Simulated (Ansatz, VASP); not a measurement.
**SrO in VASP and in Ansatz**

```
CELL_PARAMETERS angstrom
0.00000 2.49888 2.49888
2.49888 0.00000 2.49888
2.49888 2.49888 0.00000
ATOMIC_POSITIONS crystal
Sr 0.00000 0.00000 0.00000
O 0.50000 0.50000 0.50000
```

Change from the starting cell: hydrostatic strain -3.1%.

Alike in both runs: task single point; functional PBE; k mesh 8 × 8 × 8; occupations fermi-dirac, width 0.02 eV; no spin polarisation.

|  | VASP | Ansatz |
| --- | --- | --- |
| version | VASP 6.6.1 | Ansatz 0.2.0 |
| potentials or method | VASP PAW PBE potentials, release 64 (Sr_sv, O) | plane waves, PAW |
| plane-wave cutoff (eV) | 520 | 420 |
| valence electrons in the cell | 16 | 16 |

```tsv
	VASP	Ansatz	Ansatz less VASP
gap on the k mesh at the Fermi level (eV)	3.20	3.26	+0.059
pressure (GPa)	13.6	12.7	-0.87
```

With one functional, cell and mesh, what is left measures potentials, basis and numerics.
